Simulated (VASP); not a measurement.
Runs of VASP 6.6.1 on Bi2Te3. The structure is that of space group R-3m (No. 166), or close to it. The cells are those of the table. 

| task | cell | gap on the mesh (eV) | pressure (GPa) | largest force (eV/Å) |
| --- | --- | --- | --- | --- |
| electric field gradients | a = 10.495 Å, angles 24.9°, 5 atoms | 0.23 | -0.9 | 0.30 |
| electric field gradients | a = 10.682 Å, angles 24.2°, 5 atoms | 0.31 | -1.0 | 0.37 |
| single point | a = 10.482 Å, angles 24.4°, 5 atoms | 0.26 | 0.9 | 0.13 |
| single point | a = 10.464 Å, angles 23.7°, 5 atoms | (a) | (b) | 0.19 |
| single point | a = 10.495 Å, angles 24.9°, 5 atoms | 0.23 | -0.9 | 0.30 |

Alike in all rows: level PBE; potentials or basis VASP PAW PBE potentials, release 64 (Bi_d, Te); no spin polarisation; k mesh 7 × 7 × 7; cutoff (eV) 520; smearing fermi-dirac 0.08 eV.

Fill in the values left out.

(a) 0.32; (b) 4.3.

Caveats: spin-orbit coupling is left out, which moves the levels of the heavy elements; the cell stands under pressure (at least some runs).

A k mesh can miss the band edges, and the runs leave out spin-orbit coupling on Bi, Te.
